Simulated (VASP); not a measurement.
Wanted: the native input for a VASP 6.6.1 run.

| Property | Result |
| --- | --- |
| Task | single point |
| Functional | LDA |
| Potentials or basis | VASP PAW LDA potentials, release 64 (Mg_sv, O) |
| Cutoff | 840 eV |
| k mesh | 9 × 9 × 8 |
| Occupations | gaussian, width 0.05 eV |
| Spin | no spin polarisation |
| Dipole correction | no |
| Further INCAR settings | ALGO = Normal; EDIFF = 1e-06; NBANDS = 15 |

The structure of MgO lies in POSCAR:

```
MgO
1.0
    2.9380209034      0.0000000000      0.0000000000
   -1.4690104517      2.3917366948      0.0000000000
    0.0000000000      0.0000000000      2.6796800000
Mg O
1 1
Direct
    0.0000000000      0.0000000000      0.0000000000
    0.3333333333      0.6666666667      0.5000000000
```

This cell differs from its parent crystal: strain -0.0600 x Voigt [0, 1, 0, 0, 0, 0].

The input as run:

INCAR

```
  PREC = Accurate
  ENCUT = 840
  EDIFF = 1E-6
  ISMEAR = 0
  SIGMA = 0.05
  LREAL = False
  LASPH = True
  NELM = 120
  ALGO = Normal
  ISIF = 2
  LWAVE = False
  LCHARG = False
  GGA = CA
  NBANDS = 15
  GGA_COMPAT = False
```

KPOINTS

```
regular mesh
0
Gamma
  9 9 8
```

Potentials or basis: VASP PAW LDA potentials, release 64 (Mg_sv, O).

The run is started by

```bash
$ cat potpaw_LDA.64/Mg_sv/POTCAR potpaw_LDA.64/O/POTCAR > POTCAR
$ mpirun -np 1 vasp_std > vasp.out
```

Results of the run:

```yaml
Pressure: -0.8 GPa
Largest_force: 0.073 eV/Å
Band_gap_on_the_k_mesh: 3.19 eV (least direct gap 3.63 eV)
```

Caveat: the cell differs from its parent crystal (strain -0.0600 x Voigt [0, 1, 0, 0, 0, 0]); the stress differs along the axes, from -12 to 12 GPa.

Wall time 70 s on 1 thread of AMD EPYC 7R13 Processor (Zen 3), with other jobs on the host, peak memory 0.15 GiB.
